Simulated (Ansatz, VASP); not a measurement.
Two plane-wave programs on Ti5AlN6

File INCAR:

```
SYSTEM = Ti5AlN6
PREC = Accurate ; ENCUT = 600
EDIFF = 1E-6 ; ISMEAR = 0
SIGMA = 0.2 ; LREAL = .False.
LASPH = .True. ; NELM = 120
ALGO = Normal ; ISIF = 2
LWAVE = .False. ; LCHARG = .False.
GGA = PE ; NBANDS = 58
GGA_COMPAT = .False.
```

Contents of KPOINTS:

```
Automatic mesh
0
Gamma
  8 8 2
  0 0 0
```

Contents of POSCAR:

```
Ti5AlN6
1.0
    2.9805092000      0.0000000000      0.0000000000
    0.0000000000      2.9805092000      0.0000000000
    0.0000000000      0.0000000000     12.7342438000
Ti Al N
5 1 6
Direct
    0.5000000000      0.5000000000      0.1701970000
    0.0000000000      0.0000000000      0.3316880000
    0.5000000000      0.5000000000      0.5000000000
    0.0000000000      0.0000000000      0.6683120000
    0.5000000000      0.5000000000      0.8298030000
    0.0000000000      0.0000000000      0.0000000000
    0.0000000000      0.0000000000      0.1598570000
    0.5000000000      0.5000000000      0.3341830000
    0.0000000000      0.0000000000      0.5000000000
    0.5000000000      0.5000000000      0.6658170000
    0.0000000000      0.0000000000      0.8401430000
    0.5000000000      0.5000000000      0.0000000000
```

Input for Ansatz:

```yaml
crystal:
  lattice:
    - [2.9805092, 0.0, 0.0]
    - [0.0, 2.9805092, 0.0]
    - [0.0, 0.0, 12.7342438]
  atoms:
    - { symbol: Ti, position: [0.5, 0.5, 0.170197] }
    - { symbol: Ti, position: [0.0, 0.0, 0.331688] }
    - { symbol: Ti, position: [0.5, 0.5, 0.5] }
    - { symbol: Ti, position: [0.0, 0.0, 0.668312] }
    - { symbol: Ti, position: [0.5, 0.5, 0.829803] }
    - { symbol: Al, position: [0.0, 0.0, 0.0] }
    - { symbol: "N", position: [0.0, 0.0, 0.159857] }
    - { symbol: "N", position: [0.5, 0.5, 0.334183] }
    - { symbol: "N", position: [0.0, 0.0, 0.5] }
    - { symbol: "N", position: [0.5, 0.5, 0.665817] }
    - { symbol: "N", position: [0.0, 0.0, 0.840143] }
    - { symbol: "N", position: [0.5, 0.5, 0.0] }
basis:
  ecutwfc: 420
kpoints:
  mp_grid: { grid: [8, 8, 2] }
hamiltonian:
  xc: pbe
scf:
  occupations: { method: gaussian, width: 0.2 }
  lower_state_search: "off"
output:
  forces: true
  stress: true
  eigenvalues: true
```

Alike in both runs: task single point; functional PBE; k mesh 8 × 8 × 2; occupations gaussian, width 0.2 eV; no spin polarisation.

|  | VASP | Ansatz |
| --- | --- | --- |
| version | VASP 6.6.1 | Ansatz 0.2.0 |
| potentials or method | VASP PAW PBE potentials, release 64 (Ti_sv, Al, N), cutoff 600 eV | scalar-relativistic, plane waves, PAW |
| valence electrons in the cell | 93 | 93 |

VASP gave:

```
gap on the k mesh at the Fermi level (eV)                     : none
pressure (GPa)                                                : 0.3
traceless stress, the component that is largest in VASP (GPa) : 0.57
rms of the force components (eV/Å)                            : 0.022
```

Question: Estimate Ansatz's values.

Answer: gap on the k mesh at the Fermi level (eV): none; pressure (GPa): 0.1; traceless stress, the component that is largest in VASP (GPa): 0.61; rms of the force components (eV/Å): 0.020.

Atom by atom the forces differ by 0.004 eV/Å (rms over components). A gap of «none» marks a metal or a gap that the smearing closes. The functional is the same, so the differences come from potentials, cutoffs and numerics.
